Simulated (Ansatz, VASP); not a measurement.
**La3O2: VASP beside Ansatz**

```xyz
5
Lattice="3.6859 0.0000 0.0000 -1.8429 3.1920 0.0000 0.0000 0.0000 9.4550" Properties=species:S:1:pos:R:3 pbc="T T T"
La    0.0000    2.1280    1.7615
La    0.0000    0.0000    4.7275
La    1.8429    1.0640    7.6935
O     1.8429    1.0640    3.3419
O     0.0000    2.1280    6.1131
```

Change from the starting cell: species swapped into the Pm2O3 type (P-3m1, No. 164).

Alike in both runs: task relaxation of cell and atoms; functional PBE; k mesh 12 × 12 × 4; occupations gaussian, width 0.1 eV; no spin polarisation.

```csv
,VASP,Ansatz
version,VASP 6.6.1,Ansatz 0.2.0
potentials or method,"VASP PAW PBE potentials, release 64 (La, O), cutoff 600 eV","scalar-relativistic, plane waves, PAW"
valence electrons in the cell,45,45
```

Ansatz gave:

| Item | Value |
| --- | --- |
| gap on the k mesh at the Fermi level, each at its own relaxed structure (eV) | none |
| relaxed volume (Å³/atom) | 22.29 |
| relaxed cell length with the largest relative difference (Å) | 9.456 |

Problem. What did VASP give for the same quantities?

Solution. gap on the k mesh at the Fermi level, each at its own relaxed structure (eV): none; relaxed volume (Å³/atom): 22.23; relaxed cell length with the largest relative difference (Å): 9.436.

A gap of «none» marks a metal or a gap that the smearing closes.

Neither program's run includes spin-orbit coupling.
